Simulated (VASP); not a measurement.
# TbBeC (P4/mmm) in VASP: further runs

TbBeC is run at these levels: PBE; tasks: relaxation of cell and atoms, single point.

Program: VASP 6.6.1. These are calculated values, not measurements. Logs are shortened: lines on timing, memory, paths and dates and some standing lists are left out, and cuts for length are marked.

## Step 1: The cell of the first run

It takes space group P4/mmm (No. 123, tetragonal). The conventional cell has a = 3.607 Å, b = 3.607 Å, c = 3.378 Å, α = 90.00°, β = 90.00°, γ = 90.00°. Within 3.4 Å of Tb (site symmetry 4/mmm) lie 4 C at 2.55 Å and 8 Be at 3.06 Å and 2 Tb at 3.38 Å. Be (site symmetry 4/mmm) has 2 C at 1.69 Å within 2.2 Å. Within 2.2 Å of C (site symmetry 4/mmm) lie 2 Be at 1.69 Å.

The cell was generated, and may not be a known phase.

## Step 2: Relaxation of cell and atoms, PBE

File INCAR:

```
ALGO = Normal
EDIFF = 1E-7
EDIFFG = -0.01
ENCUT = 600
GGA = PE
GGA_COMPAT = False
IBRION = 2
ISIF = 3
ISMEAR = 0
LASPH = True
LCHARG = False
LMAXMIX = 6
LREAL = False
LWAVE = False
NELM = 200
NELMIN = 4
NSW = 100
PREC = Accurate
SIGMA = 0.1
```

File KPOINTS:

```
k-points
0
Gamma
  14 14 14
```

File POSCAR:

```
TbBeC
1.0
    3.6067962353      0.0000000000      0.0000000000
    0.0000000000      3.6067962353      0.0000000000
    0.0000000000      0.0000000000      3.3778099803
Tb Be C
1 1 1
Direct
    0.5000000000      0.5000000000      0.0000000000
    0.0000000000      0.0000000000      0.5000000000
    0.0000000000      0.0000000000      0.0000000000
```

Potentials or basis: VASP PAW PBE potentials, release 64 (Tb_3, Be, C), 4f in core.

On the command line:

```bash
$ cat potpaw_PBE.64/Tb_3/POTCAR potpaw_PBE.64/Be/POTCAR potpaw_PBE.64/C/POTCAR > POTCAR
$ mpirun -np 1 vasp_std > vasp.out
```

OUTCAR:

```text
EDIFF = 1E-7
   EDIFFG = -0.01
   ENCUT = 600
   GGA = PE
   IBRION = 2
   ISIF = 3
   ISMEAR = 0
   LASPH = True
   LREAL = False
   NELM = 200
   NELMIN = 4
   NSW = 100
   PREC = Accurate

 ion  position               nearest neighbor table
   1  0.500  0.500  0.000-   3 2.55   3 2.55   3 2.55   3 2.55   2 3.06   2 3.06   2 3.06   2 3.06
                             2 3.06   2 3.06   2 3.06   2 3.06
   2  0.000  0.000  0.500-   3 1.69   3 1.69   1 3.06   1 3.06   1 3.06   1 3.06   1 3.06   1 3.06
                             1 3.06   1 3.06
   3  0.000  0.000  0.000-   2 1.69   2 1.69   1 2.55   1 2.55   1 2.55   1 2.55

  LATTYP: Found a simple tetragonal cell.
 ALAT       =     3.6067962353
 C/A-ratio  =     0.9365125613

  Lattice vectors:

 A1 = (   3.6067962353,   0.0000000000,   0.0000000000)
 A2 = (   0.0000000000,   3.6067962353,   0.0000000000)
 A3 = (   0.0000000000,   0.0000000000,   3.3778099803)

Analysis of symmetry for initial positions (statically):
=====================================================================
 Subroutine PRICEL returns:
 Original cell was already a primitive cell.

 Routine SETGRP: Setting up the symmetry group for a
 simple tetragonal supercell.

 Subroutine GETGRP returns: Found 16 space group operations
 (whereof 16 operations were pure point group operations)
 out of a pool of 16 trial point group operations.

The static configuration has the point symmetry D_4h.

Analysis of symmetry for dynamics (positions and initial velocities):
=====================================================================
 Subroutine PRICEL returns:
 Original cell was already a primitive cell.

 Routine SETGRP: Setting up the symmetry group for a
 simple tetragonal supercell.

 Subroutine GETGRP returns: Found 16 space group operations
 (whereof 16 operations were pure point group operations)
 out of a pool of 16 trial point group operations.

The dynamic configuration has the point symmetry D_4h.

 Subroutine INISYM returns: Found 16 space group operations
 (whereof 16 operations are pure point group operations),
 and found     1 'primitive' translations

----------------------------------------------------------------------------------------

                                     Primitive cell

  volume of cell :      43.9419

  direct lattice vectors                    reciprocal lattice vectors
     3.606796235  0.000000000  0.000000000     0.277254365  0.000000000  0.000000000
     0.000000000  3.606796235  0.000000000     0.000000000  0.277254365  0.000000000
     0.000000000  0.000000000  3.377809980     0.000000000  0.000000000  0.296049809

  length of vectors
     3.606796235  3.606796235  3.377809980     0.277254365  0.277254365  0.296049809

  position of ions in fractional coordinates (direct lattice)
     0.500000000  0.500000000  0.000000000
     0.000000000  0.000000000  0.500000000
     0.000000000  0.000000000  0.000000000

  ion indices of the primitive-cell ions
   primitive index   ion index
                 1           1
                 2           2
                 3           3

----------------------------------------------------------------------------------------

 KPOINTS: k-points

Automatic generation of k-mesh.
 Grid dimensions read from file:
 generate k-points for:   14   14   14

 Generating k-lattice:

  Cartesian coordinates                     Fractional coordinates (reciprocal lattice)
     0.019803883  0.000000000  0.000000000     0.071428571  0.000000000  0.000000000
     0.000000000  0.019803883  0.000000000     0.000000000  0.071428571  0.000000000
     0.000000000  0.000000000  0.021146415     0.000000000  0.000000000  0.071428571

  Length of vectors
     0.019803883  0.019803883  0.021146415
[... 63 lines left out ...]
   TEBEG  =    0.0;   TEEND  =   0.0 temperature during run
   PSTRESS=    0.0 pullay stress
   NELECT =      15.0000    total number of electrons
   NUPDOWN=      -1.0000    fix difference up-down
   EMIN   =  10.00;   EMAX   =-10.00  energy-range for DOS
   EFERMI =   0.00;   METHOD = LEGACY
   ISMEAR =     0;   SIGMA  =   0.10  broadening in eV -4-tet -1-fermi 0-gaus
   EFERMI_NEDOS =   21; number of points for ismear=-14 and -15
   IALGO  =     38    algorithm
   IMIX   =      4    mixing-type and parameters
     AMIX     =   0.40;   BMIX     =  1.00
     AMIX_MAG =   1.60;   BMIX_MAG =  1.00
  volume/ion in A,a.u.               =      14.65        98.84
  Fermi-wavevector in a.u.,A,eV,Ry     =   1.144140  2.162111 17.810788  1.309056
  Thomas-Fermi vector in A             =   2.280833
   LORBIT       =      0    0 simple, 1 ext, 2 COOP (PROOUT), +10 PAW based schemes
   GGA     = PE    functional components
   LHFCALC =     F    Hartree Fock is set to
   AEXX    =    0.0000 exact exchange contribution
   IVDW    =     0    specifies the selected vdW correction
   LEPSILON=     F    determine dielectric tensor
   LRPA    =     F    only Hartree local field effects (RPA)
 conjugate gradient relaxation of ions
 non-spin polarized calculation
 Gauss-broadening in eV      SIGMA  =   0.10
  energy-cutoff  :      600.00
  volume of cell :       43.94
 maximum number of plane-waves:      1484
 NGX is ok and might be reduce to    30
   NGX = 15   NGY = 15   NGZ = 13

--------------------------------------- Ionic step        1  -------------------------------------------

 number of electron      14.9999999 magnetization

 Free energy of the ion-electron system (eV)
  ---------------------------------------------------
  ext. energy  EPLUGINS =         0.00000000
  ---------------------------------------------------
  free energy    TOTEN  =       -18.16170816 eV

  energy without entropy =      -18.15565433  energy(sigma->0) =      -18.15868125

------------------------ aborting loop because EDIFF is reached ----------------------------------------

  FORCE on cell =-STRESS in cart. coord.  units (eV):
  Direction    XX          YY          ZZ          XY          YZ          ZX
  --------------------------------------------------------------------------------------
  -------------------------------------------------------------------------------------
  Total        0.1442368      0.1442368     -0.1273272      0.0000000      0.0000000      0.0000000
  in kB        5.2590620      5.2590620     -4.6425166      0.0000000      0.0000000      0.0000000
  external PRESSURE =       1.9585358 kB  Pullay stress =       0.0000000 kB

 VOLUME and BASIS-vectors are now :
 -----------------------------------------------------------------------------
  energy-cutoff  :      600.00
  volume of cell :       43.94
      direct lattice vectors                 reciprocal lattice vectors
     3.606796235  0.000000000  0.000000000     0.277254365  0.000000000  0.000000000
     0.000000000  3.606796235  0.000000000     0.000000000  0.277254365  0.000000000
     0.000000000  0.000000000  3.377809980     0.000000000  0.000000000  0.296049809

 POSITION                                       TOTAL-FORCE (eV/Angst)
 -----------------------------------------------------------------------------------
      1.80340      1.80340      0.00000         0.000000      0.000000      0.000000
      0.00000      0.00000      1.68890         0.000000      0.000000      0.000000
      0.00000      0.00000      0.00000         0.000000      0.000000      0.000000
 -----------------------------------------------------------------------------------
    total drift:                                0.000000      0.000000      0.000000

  FREE ENERGIE OF THE ION-ELECTRON SYSTEM (eV)
  ---------------------------------------------------
  free  energy   TOTEN  =       -18.1617081586 eV

  energy  without entropy=      -18.1556543325  energy(sigma->0) =      -18.15868125

--------------------------------------- Ionic step        2  -------------------------------------------

 number of electron      14.9999999 magnetization

 Free energy of the ion-electron system (eV)
  ---------------------------------------------------
  ext. energy  EPLUGINS =         0.00000000
  ---------------------------------------------------
  free energy    TOTEN  =       -18.16208309 eV

  energy without entropy =      -18.15616464  energy(sigma->0) =      -18.15912387

 E-fermi :   4.2844     XC(G=0): -10.5506

 val. band max:        4.2743716641   @ k =   0.4286   0.4286   0.0714
 cond. band min:       4.2850598395   @ k =   0.5000   0.1429   0.1429
 fundamental gap:      0.0106881754
 Fermi energy:         4.2844490201

 k-point     1 :       0.0000    0.0000    0.0000
  band No.  band energies     occupation
      1     -17.4602      2.00000
      2     -17.4017      2.00000
      3     -17.4017      2.00000
      4      -6.8097      2.00000
      5       1.2445      2.00000
      6       2.3362      2.00000
      7       3.3200      2.00000
      8       3.3200      2.00000
      9       4.1772      1.87064
     10       8.7009      0.00000
     11       9.2937      0.00000
[... 309 lines left out ...]
 k-point    24 :       0.3571    0.2143    0.0000
  band No.  band energies     occupation
      1     -17.7475      2.00000
      2     -17.5208      2.00000
      3     -17.4196      2.00000
      4      -5.7490      2.00000
      5       0.1673      2.00000
      6       1.1558      2.00000
      7       1.7477      2.00000
      8       3.7536      2.00000
      9       8.2529      0.00000
     10       8.7170      0.00000
     11       9.1594      0.00000

 [... further k-points ...]
[... 5 lines left out ...]
  --------------------------------------------------------------------------------------
  -------------------------------------------------------------------------------------
  Total       -0.0270808     -0.0270808      0.0248157      0.0000000     -0.0000000      0.0000000
  in kB       -0.9848530     -0.9848530      0.9024795      0.0000000     -0.0000000      0.0000000
  external PRESSURE =      -0.3557422 kB  Pullay stress =       0.0000000 kB

 VOLUME and BASIS-vectors are now :
 -----------------------------------------------------------------------------
  energy-cutoff  :      600.00
  volume of cell :       44.06
      direct lattice vectors                 reciprocal lattice vectors
     3.615162039  0.000000000  0.000000000     0.276612774  0.000000000  0.000000000
     0.000000000  3.615162039 -0.000000000     0.000000000  0.276612774 -0.000000000
     0.000000000  0.000000000  3.370893797     0.000000000  0.000000000  0.296657225

 POSITION                                       TOTAL-FORCE (eV/Angst)
 -----------------------------------------------------------------------------------
      1.80758      1.80758     -0.00000         0.000000      0.000000      0.000000
      0.00000      0.00000      1.68545         0.000000     -0.000000      0.000000
      0.00000      0.00000      0.00000         0.000000     -0.000000      0.000000
 -----------------------------------------------------------------------------------
    total drift:                                0.000000      0.000000      0.000000

  FREE ENERGIE OF THE ION-ELECTRON SYSTEM (eV)
  ---------------------------------------------------
  free  energy   TOTEN  =       -18.1620830946 eV

  energy  without entropy=      -18.1561646404  energy(sigma->0) =      -18.15912387

 reached required accuracy - stopping structural energy minimisation
```

It took 1.9 min on 1 thread of Intel Xeon Platinum 8488C (Sapphire Rapids), shared host; peak memory 0.36 GiB.

Results:

* Free energy: -18.1621 eV
* Relaxed volume: 14.69 Å³/atom
* Relaxed cell: a = 3.615 Å, b = 3.615 Å, c = 3.371 Å, α = 90.00°, β = 90.00°, γ = 90.00°
* Space group after relaxing (to 0.1 Å): P4/mmm (No. 123)
* Energy gained by relaxing: 0.1 meV/atom
* Ionic steps: 2
* Pressure after relaxing: 0.0 GPa
* Band gap on the k mesh: zero (an odd number of electrons rules out a gap without spin polarisation)

Step by step:
| step | energy change (eV) | largest force (eV/Å) | pressure (GPa) | volume (Å³) |
| --- | --- | --- | --- | --- |
| 1 | 0.0000 | 0.0000 | 0.20 | 43.94 |
| 2 | -0.0004 | 0.0000 | -0.04 | 44.06 |

Final structure:
```xyz
3
Lattice="3.6152 0.0000 0.0000 0.0000 3.6152 0.0000 0.0000 0.0000 3.3709" Properties=species:S:1:pos:R:3 pbc="T T T"
Tb    1.8076    1.8076    0.0000
Be    0.0000    0.0000    1.6854
C     0.0000    0.0000    0.0000
```

Levels at points of the mesh, in eV from the Fermi level:
```csv
k point,band 4,band 5,band 6,band 7,band 8,band 9,band 10,band 11
"(0.00, 0.00, 0.00)",-11.09,-3.04,-1.95,-0.96,-0.96,-0.11,4.42,5.01
"(0.50, 0.00, 0.00)",-9.58,-5.05,-3.30,-2.85,-0.54,2.92,5.25,5.34
"(0.50, 0.50, 0.00)",-10.41,-2.82,-2.54,-2.54,-0.25,3.66,3.66,5.39
"(0.00, 0.00, 0.50)",-10.55,-5.04,0.35,0.35,1.00,1.06,1.06,4.44
"(0.50, 0.00, 0.50)",-9.33,-5.36,-3.17,-1.83,0.12,2.77,2.85,4.68
"(0.50, 0.50, 0.50)",-10.18,-3.80,-2.03,-2.03,-0.55,-0.55,6.21,6.97
```

Caveat: spin-orbit coupling is left out, which moves the levels of the heavy elements; the 4f electrons are frozen in the core, so they carry no moment and show no levels.

## Step 3: Single point, PBE

File INCAR:

```
ALGO = Normal
EDIFF = 1E-6
ENCUT = 600
GGA = PE
GGA_COMPAT = False
ISIF = 2
ISMEAR = 0
LASPH = True
LCHARG = False
LMAXMIX = 6
LREAL = False
LWAVE = False
NBANDS = 14
NELM = 200
PREC = Accurate
SIGMA = 0.1
```

File KPOINTS:

```
k-points
0
Gamma
  6 6 6
```

File POSCAR:

```
TbBeC
1.0
    3.6067962353      0.0000000000      0.0000000000
    0.0000000000      3.6067962353      0.0000000000
    0.0000000000      0.0000000000      3.3778099803
Tb Be C
1 1 1
Direct
    0.5000000000      0.5000000000      1.0014945771
    0.0000000000      0.0000000000      0.5015066600
    0.0000000000      0.0000000000      1.0015101229
```

Potentials or basis: VASP PAW PBE potentials, release 64 (Tb_3, Be, C), 4f in core.

On the command line:

```bash
$ cat potpaw_PBE.64/Tb_3/POTCAR potpaw_PBE.64/Be/POTCAR potpaw_PBE.64/C/POTCAR > POTCAR
$ mpirun -np 1 vasp_std > vasp.out
```

It took 14 s on 1 thread of AMD EPYC 9R45 (Zen 5), shared host; peak memory 0.16 GiB.

The run converged. Its results:

```yaml
Free_energy: -18.1291 eV
Pressure: 0.3 GPa
Band_gap_on_the_k_mesh: zero (an odd number of electrons rules out a gap without spin polarisation)
```

Stress tensor (GPa, compression positive):
```
0.42 0.00 0.00
0.00 0.42 0.00
0.00 0.00 0.11
```

Levels at points of the mesh, in eV from the Fermi level:
| k point | band 6 | band 7 | band 8 | band 9 | band 10 | band 11 |
| --- | --- | --- | --- | --- | --- | --- |
| (0.00, 0.00, 0.00) | -1.96 | -0.96 | -0.96 | -0.12 | 4.43 | 5.06 |
| (0.50, 0.00, 0.00) | -3.33 | -2.87 | -0.54 | 2.89 | 5.27 | 5.35 |
| (0.50, 0.50, 0.00) | -2.54 | -2.54 | -0.22 | 3.63 | 3.63 | 5.35 |
| (0.00, 0.00, 0.50) | 0.34 | 0.34 | 0.97 | 1.08 | 1.08 | 4.43 |
| (0.50, 0.00, 0.50) | -3.21 | -1.86 | 0.11 | 2.81 | 2.88 | 4.69 |
| (0.50, 0.50, 0.50) | -2.05 | -2.05 | -0.56 | -0.56 | 6.21 | 7.01 |

Caveat: spin-orbit coupling is left out, which moves the levels of the heavy elements; the 4f electrons are frozen in the core, so they carry no moment and show no levels.

## Step 4: Single point, PBE

File INCAR:

```
PREC = Accurate
ENCUT = 600
EDIFF = 1E-6
ISMEAR = 0
SIGMA = 0.1
LREAL = False
LASPH = True
NELM = 200
ALGO = Normal
ISIF = 2
LWAVE = False
LCHARG = False
GGA = PE
NBANDS = 14
GGA_COMPAT = False
LMAXMIX = 6
```

File KPOINTS:

```
regular mesh
0
Gamma
  14 14 14
```

File POSCAR:

```
TbBeC
1.0
    3.6091272631      0.0000000000      0.0000000000
    0.0000000000      3.6091272631      0.0000000000
    0.0000000000      0.0000000000      3.3712924518
Tb Be C
1 1 1
Direct
    0.5000000000      0.5000000000      0.0000000000
    0.0000000000      0.0000000000      0.5000000000
    0.0000000000      0.0000000000      0.0000000000
```

On the command line:

```bash
$ cat potpaw_PBE.64/Tb_3/POTCAR potpaw_PBE.64/Be/POTCAR potpaw_PBE.64/C/POTCAR > POTCAR
$ mpirun -np 1 vasp_std > vasp.out
```

Wall time 88 s (1 thread of AMD EPYC 9R45 (Zen 5), shared host); peak memory 0.35 GiB.

Results (log left out):

* Free energy: -18.1619 eV
* Pressure: 0.3 GPa
* Band gap on the k mesh: zero (an odd number of electrons rules out a gap without spin polarisation)

Stress tensor (GPa, compression positive):
```
0.39 0.00 0.00
0.00 0.39 0.00
0.00 0.00 0.14
```

Levels at points of the mesh, in eV from the Fermi level:
| k point | band 5 | band 6 | band 7 | band 8 | band 9 | band 10 | band 11 | band 12 |
| --- | --- | --- | --- | --- | --- | --- | --- | --- |
| (0.00, 0.00, 0.00) | -3.05 | -1.96 | -0.96 | -0.96 | -0.11 | 4.44 | 5.05 | 5.39 |
| (0.50, 0.00, 0.00) | -5.06 | -3.31 | -2.85 | -0.54 | 2.92 | 5.28 | 5.36 | 5.79 |
| (0.50, 0.50, 0.00) | -2.82 | -2.54 | -2.54 | -0.24 | 3.66 | 3.66 | 5.39 | 5.39 |
| (0.00, 0.00, 0.50) | -5.04 | 0.36 | 0.36 | 0.99 | 1.07 | 1.07 | 4.45 | 4.95 |
| (0.50, 0.00, 0.50) | -5.38 | -3.18 | -1.84 | 0.12 | 2.79 | 2.87 | 4.69 | 5.72 |
| (0.50, 0.50, 0.50) | -3.80 | -2.04 | -2.04 | -0.54 | -0.54 | 6.23 | 7.01 | 7.06 |

Caveat: spin-orbit coupling is left out, which moves the levels of the heavy elements; the 4f electrons are frozen in the core, so they carry no moment and show no levels.

[end of part 1 of 2]

The gap in the log of VASP goes by the Fermi energy; the results here count the filled bands.